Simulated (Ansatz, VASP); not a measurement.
# Hf in VASP and in Ansatz

The input INCAR:

```
PREC = Accurate
ENCUT = 520
EDIFF = 1E-6
ISMEAR = -1
SIGMA = 0.1
LREAL = F
LASPH = T
NELM = 60
ALGO = Normal
ISIF = 2
LWAVE = F
LCHARG = F
NBANDS = 17
```

The input KPOINTS:

```
Automatic mesh
0
Gamma
  9 9 5
```

The input POSCAR:

```
Hf
1.0
    3.1183974891      0.0000000000      0.0000000000
   -1.5591987445      2.7006114446      0.0000000000
    0.0000000000      0.0000000000      4.9475473504
Hf
2
Direct
    0.3333333333      0.6666666667      0.2500000000
    0.6666666667      0.3333333333      0.7500000000
```

Input for Ansatz:

```yaml
crystal:
  lattice:
    - [3.1183974891, 0.0, 0.0]
    - [-1.5591987445, 2.7006114446, 0.0]
    - [0.0, 0.0, 4.9475473504]
  atoms:
    - { symbol: Hf, position: [0.3333333333, 0.6666666667, 0.25] }
    - { symbol: Hf, position: [0.6666666667, 0.3333333333, 0.75] }
hamiltonian:
  xc: lda
  pseudopotentials:
    kind: paw
    azcp:
      Hf: "pseudopotentials/Hf.paw.azcp"
basis:
  ecutwfc: 420
  fft_grid_basis: typed
kpoints:
  mp_grid: { grid: [9, 9, 5], shift: [0, 0, 0] }
magnetization:
  spin_polarized: false
scf:
  occupations: { method: fermi_dirac, width: 0.1 }
  lower_state_search: "off"
output:
  stress: true
```

Alike in both runs: task single point; functional LDA; k mesh 9 × 9 × 5; occupations fermi-dirac, width 0.1 eV; no spin polarisation.

```csv
,VASP,Ansatz
version,VASP 6.6.1,Ansatz 0.2.0
potentials or method,"VASP PAW LDA potentials, release 64 (Hf_pv), cutoff 520 eV","plane waves (420 eV) with PAW, scalar-relativistic"
valence electrons in the cell,20,52
```

VASP gave:

- pressure (GPa): 0.0
- traceless stress, the component that is largest in VASP (GPa): 0.29

Q: What did Ansatz give for the same quantities?

A: Pressure (GPa): -0.1; traceless stress, the component that is largest in VASP (GPa): 0.27.

Ansatz warns that its potentials were made for another functional, while VASP's fit it. LDA's correlation is that of Perdew and Zunger in VASP and of Perdew and Wang (1992) in Ansatz. VASP's potentials hold 20 valence electrons a cell and Ansatz's 52, so a difference there can come from the potentials and not from the codes.

Spin-orbit coupling is off throughout.
